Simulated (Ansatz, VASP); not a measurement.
## HfB2 in VASP and in Ansatz

```xyz
3
Lattice="3.1433 0.0000 0.0000 -1.5717 2.7222 0.0000 0.0000 0.0000 3.4726" Properties=species:S:1:pos:R:3 pbc="T T T"
Hf    0.0000    0.0000    0.0000
B     0.0000    1.8148    1.7363
B     1.5717    0.9074    1.7363
```

Alike in both runs: task single point; functional PBE; k mesh 6 × 6 × 6; occupations gaussian, width 0.05 eV; no spin polarisation.

|  | VASP | Ansatz |
| --- | --- | --- |
| version | VASP 6.6.1 | Ansatz 0.2.0 |
| potentials or method | VASP PAW PBE potentials, release 64 (Hf_pv, B), cutoff 520 eV | scalar-relativistic, plane waves, PAW |
| valence electrons in the cell | 16 | 32 |

```tsv
	VASP	Ansatz	Ansatz less VASP
gap on the k mesh at the Fermi level (eV)	none	none	-
pressure (GPa)	1.1	1.5	+0.37
traceless stress, the component that is largest in VASP (GPa)	-0.84	-1.00	-0.161
```

A gap of «none» marks a metal or a gap that the smearing closes. VASP's potentials hold 16 valence electrons a cell and Ansatz's 32, so a difference there can come from the potentials and not from the codes.

The k mesh is coarse, so the values compare programs but aren't converged. Spin-orbit coupling is off throughout.
